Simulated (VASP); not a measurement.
# GaP (F-43m) in VASP: a series of runs

Aim: see how the results for GaP move with the level of theory and the settings. Levels: LDA, PBE. Tasks: single point.

Everything below comes from runs of VASP 6.6.1. Logs are shortened: lines on timing, memory, paths and dates and some standing lists are left out, and cuts for length are marked.

## (1) The cell of the first run

It takes space group F-43m (No. 216, cubic). The conventional cell has a = 5.438 Å, b = 5.438 Å, c = 5.438 Å, α = 90.00°, β = 90.00°, γ = 90.00°. Within 3.1 Å of Ga (site symmetry -43m) lie 4 P at 2.35 Å. P (site symmetry -43m) has 4 Ga at 2.35 Å within 3.1 Å.

## (2) Single point, LDA

Input file INCAR:

```
SYSTEM = GaP
PREC = Accurate ; ENCUT = 500
EDIFF = 1E-6 ; ISMEAR = -1
SIGMA = 0.05 ; LREAL = .False.
LASPH = .True. ; NELM = 120
ALGO = Normal ; ISIF = 2
LWAVE = .False. ; LCHARG = .False.
NBANDS = 16 ; GGA_COMPAT = .False.
```

Input file KPOINTS:

```
regular mesh
0
Gamma
  8 8 8
  0 0 0
```

Input file POSCAR:

```
GaP
1.0
    0.0000000000      2.7192440000      2.7192440000
    2.7192440000      0.0000000000      2.7192440000
    2.7192440000      2.7192440000      0.0000000000
Ga P
1 1
Direct
    0.0000000000      0.0000000000      0.0000000000
    0.2500000000      0.2500000000      0.2500000000
```

Potentials or basis: VASP PAW LDA potentials, release 64 (Ga_d, P).

Started as:

```bash
$ cat potpaw_LDA.64/Ga_d/POTCAR potpaw_LDA.64/P/POTCAR > POTCAR
$ mpirun -np 1 vasp_std > vasp.out
```

OUTCAR:

```text
SYSTEM = GaP
   PREC = Accurate
   ENCUT = 500
   EDIFF = 1E-6
   ISMEAR = -1
   LREAL = .False.
   LASPH = .True.
   NELM = 120
   ISIF = 2

 ion  position               nearest neighbor table
   1  0.000  0.000  0.000-   2 2.35   2 2.35   2 2.35   2 2.35
   2  0.250  0.250  0.250-   1 2.35   1 2.35   1 2.35   1 2.35

  LATTYP: Found a face centered cubic cell.
 ALAT       =     5.4384880000

  Lattice vectors:

 A1 = (   0.0000000000,   2.7192440000,   2.7192440000)
 A2 = (   2.7192440000,   0.0000000000,   2.7192440000)
 A3 = (   2.7192440000,   2.7192440000,   0.0000000000)

Analysis of symmetry for initial positions (statically):
=====================================================================
 Subroutine PRICEL returns:
 Original cell was already a primitive cell.

 Routine SETGRP: Setting up the symmetry group for a
 face centered cubic supercell.

 Subroutine GETGRP returns: Found 24 space group operations
 (whereof 24 operations were pure point group operations)
 out of a pool of 48 trial point group operations.

The static configuration has the point symmetry T_d .

Analysis of symmetry for dynamics (positions and initial velocities):
=====================================================================
 Subroutine PRICEL returns:
 Original cell was already a primitive cell.

 Routine SETGRP: Setting up the symmetry group for a
 face centered cubic supercell.

 Subroutine GETGRP returns: Found 24 space group operations
 (whereof 24 operations were pure point group operations)
 out of a pool of 48 trial point group operations.

The dynamic configuration has the point symmetry T_d .

 Subroutine INISYM returns: Found 24 space group operations
 (whereof 24 operations are pure point group operations),
 and found     1 'primitive' translations

----------------------------------------------------------------------------------------

                                     Primitive cell

  volume of cell :      40.2137

  direct lattice vectors                    reciprocal lattice vectors
     0.000000000  2.719244000  2.719244000    -0.183874636  0.183874636  0.183874636
     2.719244000  0.000000000  2.719244000     0.183874636 -0.183874636  0.183874636
     2.719244000  2.719244000  0.000000000     0.183874636  0.183874636 -0.183874636

  length of vectors
     3.845591744  3.845591744  3.845591744     0.318480211  0.318480211  0.318480211

  position of ions in fractional coordinates (direct lattice)
     0.000000000  0.000000000  0.000000000
     0.250000000  0.250000000  0.250000000

  ion indices of the primitive-cell ions
   primitive index   ion index
                 1           1
                 2           2

----------------------------------------------------------------------------------------

 KPOINTS: regular mesh

Automatic generation of k-mesh.
 Grid dimensions read from file:
 generate k-points for:    8    8    8

 Generating k-lattice:

  Cartesian coordinates                     Fractional coordinates (reciprocal lattice)
    -0.022984329  0.022984329  0.022984329     0.125000000  0.000000000  0.000000000
     0.022984329 -0.022984329  0.022984329     0.000000000  0.125000000  0.000000000
     0.022984329  0.022984329 -0.022984329     0.000000000  0.000000000  0.125000000

  Length of vectors
     0.039810026  0.039810026  0.039810026

  Shift w.r.t. Gamma in fractional coordinates (k-lattice)
     0.000000000  0.000000000  0.000000000

 Subroutine IBZKPT returns following result:
 ===========================================

 Found     29 irreducible k-points:

 Following reciprocal coordinates:
            Coordinates               Weight
  0.000000  0.000000  0.000000      1.000000
  0.125000  0.000000  0.000000      8.000000
  0.250000  0.000000  0.000000      8.000000
  0.375000  0.000000  0.000000      8.000000
  0.500000  0.000000  0.000000      4.000000
  0.125000  0.125000  0.000000      6.000000
[... 16 lines left out ...]
  0.500000  0.250000  0.125000     48.000000
 -0.375000  0.250000  0.125000     24.000000
 [... further k-points ...]
   k-points           NKPTS =     29   k-points in BZ     NKDIM =     29   number of bands    NBANDS=     16
   number of dos      NEDOS =    301   number of ions     NIONS =      2
   total plane-waves  NPLWV =  21952
   dimension x,y,z NGX =    28 NGY =   28 NGZ =   28
   dimension x,y,z NGXF=    56 NGYF=   56 NGZF=   56
   ions per type =               1   1
   NGX,Y,Z   is equivalent  to a cutoff of  12.10, 12.10, 12.10 a.u.
   NGXF,Y,Z  is equivalent  to a cutoff of  24.21, 24.21, 24.21 a.u.
 SYSTEM =  GaP
   PREC   = accura    normal or accurate (medium, high low for compatibility)
   ISTART =      0    job   : 0-new  1-cont  2-samecut
   ICHARG =      2    charge: 1-file 2-atom 10-const
   ISPIN  =      1    spin polarized calculation?
   LNONCOLLINEAR =      F non collinear calculations
   LSORBIT =      F    spin-orbit coupling
   LASPH  =      T    aspherical Exc in radial PAW
   ENCUT  =  500.0 eV  36.75 Ry    6.06 a.u.   7.01  7.01  7.01*2*pi/ulx,y,z
   NELM   =    120;   NELMIN=  2; NELMDL= -5     # of ELM steps
   EDIFF  = 0.1E-05   stopping-criterion for ELM
   LREAL  =      F    real-space projection
   EDIFFG = 0.1E-04   stopping-criterion for IOM
   NSW    =      0    number of steps for IOM
   IBRION =     -1    ionic relax: 0-MD 1-quasi-New 2-CG
   NFREE  =      0    steps in history (QN), initial steepest desc. (CG)
   ISIF   =      2    stress and relaxation
   ISYM   =      2    0-nonsym 1-usesym 2-fastsym
   POTIM  = 0.5000    time-step for ionic-motion
   TEBEG  =    0.0;   TEEND  =   0.0 temperature during run
   PSTRESS=    0.0 pullay stress
   NELECT =      18.0000    total number of electrons
   NUPDOWN=      -1.0000    fix difference up-down
   EMIN   =  10.00;   EMAX   =-10.00  energy-range for DOS
   EFERMI =   0.00;   METHOD = LEGACY
   ISMEAR =    -1;   SIGMA  =   0.05  broadening in eV -4-tet -1-fermi 0-gaus
   EFERMI_NEDOS =   21; number of points for ismear=-14 and -15
   IALGO  =     38    algorithm
   IMIX   =      4    mixing-type and parameters
     AMIX     =   0.40;   BMIX     =  1.00
     AMIX_MAG =   1.60;   BMIX_MAG =  1.00
  volume/ion in A,a.u.               =      20.11       135.69
  Fermi-wavevector in a.u.,A,eV,Ry     =   1.252297  2.366499 21.337321  1.568249
  Thomas-Fermi vector in A             =   2.386204
   LORBIT       =      0    0 simple, 1 ext, 2 COOP (PROOUT), +10 PAW based schemes
   GGA     = CA    functional components
   LHFCALC =     F    Hartree Fock is set to
   AEXX    =    0.0000 exact exchange contribution
   IVDW    =     0    specifies the selected vdW correction
   LEPSILON=     F    determine dielectric tensor
   LRPA    =     F    only Hartree local field effects (RPA)
 non-spin polarized calculation
  energy-cutoff  :      500.00
  volume of cell :       40.21
 maximum number of plane-waves:      1036
   NGX = 13   NGY = 13   NGZ = 13

 number of electron      18.0000015 magnetization

 Free energy of the ion-electron system (eV)
  ---------------------------------------------------
  ext. energy  EPLUGINS =         0.00000000
  ---------------------------------------------------
  free energy    TOTEN  =       -10.44412048 eV

  energy without entropy =      -10.44412047  energy(sigma->0) =      -10.44412048

 E-fermi :   5.2844     XC(G=0): -10.1937

 val. band max:        4.5734668017   @ k =   0.0000   0.0000   0.0000
 cond. band min:       6.0563697815   @ k =   0.3750   0.3750   0.0000
 fundamental gap:      1.4829029797
 Fermi energy:         5.2844375254

 k-point     1 :       0.0000    0.0000    0.0000
  band No.  band energies     occupation
      1     -10.1432      2.00000
      2     -10.1432      2.00000
      3     -10.1432      2.00000
      4     -10.0431      2.00000
      5     -10.0431      2.00000
      6      -7.9860      2.00000
[... 8 lines left out ...]
     15      14.3805      0.00000
     16      14.3805      0.00000

 k-point     2 :       0.1250    0.0000    0.0000
  band No.  band energies     occupation
      1     -10.1560      2.00000
      2     -10.1385      2.00000
      3     -10.1385      2.00000
      4     -10.0432      2.00000
      5     -10.0432      2.00000
      6      -7.7820      2.00000
[... 8 lines left out ...]
     15      13.7127      0.00000
     16      14.0194      0.00000

 k-point     3 :       0.2500    0.0000    0.0000
  band No.  band energies     occupation
      1     -10.1845      2.00000
      2     -10.1284      2.00000
      3     -10.1284      2.00000
      4     -10.0419      2.00000
      5     -10.0419      2.00000
      6      -7.2019      2.00000
[... 8 lines left out ...]
     15      13.5118      0.00000
     16      14.2612      0.00000

 k-point     4 :       0.3750    0.0000    0.0000
  band No.  band energies     occupation
      1     -10.2105      2.00000
      2     -10.1207      2.00000
      3     -10.1207      2.00000
      4     -10.0381      2.00000
      5     -10.0381      2.00000
      6      -6.3864      2.00000
[... 8 lines left out ...]
     15      14.7162      0.00000
     16      14.7162      0.00000
[... 324 lines left out ...]
 k-point    22 :       0.3750    0.2500    0.1250
  band No.  band energies     occupation
      1     -10.2069      2.00000
      2     -10.1165      2.00000
      3     -10.1124      2.00000
      4     -10.0542      2.00000
      5     -10.0340      2.00000
      6      -6.7069      2.00000
[... 8 lines left out ...]
     15      15.6518      0.00000
     16      16.8128      0.00000

 k-point    23 :       0.5000    0.2500    0.1250
  band No.  band energies     occupation
      1     -10.2214      2.00000
      2     -10.1130      2.00000
      3     -10.1032      2.00000
      4     -10.0521      2.00000
      5     -10.0341      2.00000
      6      -5.9360      2.00000
[... 8 lines left out ...]
     15      15.9924      0.00000
     16      17.3274      0.00000

 k-point    24 :      -0.3750    0.2500    0.1250
  band No.  band energies     occupation
      1     -10.2268      2.00000
      2     -10.1125      2.00000
      3     -10.1000      2.00000
      4     -10.0485      2.00000
      5     -10.0358      2.00000
      6      -5.4641      2.00000
[... 8 lines left out ...]
     15      16.4767      0.00000
     16      17.0044      0.00000

 [... further k-points ...]

------------------------ aborting loop because EDIFF is reached ----------------------------------------

  FORCE on cell =-STRESS in cart. coord.  units (eV):
  Direction    XX          YY          ZZ          XY          YZ          ZX
  --------------------------------------------------------------------------------------
  -------------------------------------------------------------------------------------
  Total       -0.5416668     -0.5416668     -0.5416668      0.0000000      0.0000000      0.0000000
  in kB      -21.5808343    -21.5808343    -21.5808343      0.0000000      0.0000000      0.0000000
  external PRESSURE =     -21.5808343 kB  Pullay stress =       0.0000000 kB

 VOLUME and BASIS-vectors are now :
 -----------------------------------------------------------------------------
  energy-cutoff  :      500.00
  volume of cell :       40.21
      direct lattice vectors                 reciprocal lattice vectors
     0.000000000  2.719244000  2.719244000    -0.183874636  0.183874636  0.183874636
     2.719244000  0.000000000  2.719244000     0.183874636 -0.183874636  0.183874636
     2.719244000  2.719244000  0.000000000     0.183874636  0.183874636 -0.183874636

 POSITION                                       TOTAL-FORCE (eV/Angst)
 -----------------------------------------------------------------------------------
      0.00000      0.00000      0.00000         0.000000     -0.000000     -0.000000
      1.35962      1.35962      1.35962        -0.000000      0.000000      0.000000
 -----------------------------------------------------------------------------------
    total drift:                                0.000001      0.000001      0.000001

  FREE ENERGIE OF THE ION-ELECTRON SYSTEM (eV)
  ---------------------------------------------------
  free  energy   TOTEN  =       -10.4441204837 eV

  energy  without entropy=      -10.4441204703  energy(sigma->0) =      -10.44412048
```

Wall time 6.4 s (1 thread of Intel Xeon 6975P-C (Granite Rapids), shared host); peak memory 0.14 GiB.

What came out:

```
Free energy            : -10.4441 eV
Pressure               : -2.2 GPa
Band gap on the k mesh : 1.48 eV, indirect (least direct gap 1.69 eV)
```

A k mesh can miss the band edges. A hybrid or GW would open this gap; LDA tends to underestimate it.

## (3) Single point, PBE

Input file INCAR:

```
SYSTEM = GaP
PREC = Accurate
ENCUT = 500
EDIFF = 1E-6
ISMEAR = -1
SIGMA = 0.05
LREAL = .FALSE.
LASPH = .TRUE.
NELM = 120
ALGO = Normal
ISIF = 2
LWAVE = .FALSE.
LCHARG = .FALSE.
GGA = PE
NBANDS = 16
GGA_COMPAT = .FALSE.
```

Input file KPOINTS:

```
Automatic mesh
0
G
  8 8 8
  0 0 0
```

POSCAR is that of step 2.

Potentials or basis: VASP PAW PBE potentials, release 64 (Ga_d, P).

Started as:

```bash
$ cat potpaw_PBE.64/Ga_d/POTCAR potpaw_PBE.64/P/POTCAR > POTCAR
$ mpirun -np 1 vasp_std > vasp.out
```

Run time: 28 s. Hardware: 1 thread of AMD EPYC, shared host; peak memory 0.13 GiB.

The run converged. Its results:

```
Free energy            : -9.1114 eV
Pressure               : 3.0 GPa
Band gap on the k mesh : 1.63 eV, indirect (least direct gap 1.88 eV)
```

Levels at points of the mesh, in eV from the valence-band top:
| k point | band 5 | band 6 | band 7 | band 8 | band 9 | band 10 | band 11 | band 12 | band 13 | band 14 |
| --- | --- | --- | --- | --- | --- | --- | --- | --- | --- | --- |
| (0.00, 0.00, 0.00) | -14.46 | -12.54 | 0.00 | 0.00 | 0.00 | 1.88 | 3.89 | 3.89 | 3.89 | 8.83 |
| (0.50, 0.00, 0.00) | -14.45 | -10.45 | -6.67 | -1.13 | -1.13 | 1.69 | 4.72 | 4.72 | 8.30 | 10.94 |
| (0.50, 0.50, 0.00) | -14.44 | -9.55 | -6.78 | -2.70 | -2.70 | 1.64 | 1.82 | 10.65 | 10.65 | 11.26 |

A k mesh can miss the band edges. A hybrid or GW would open this gap; PBE tends to underestimate it.
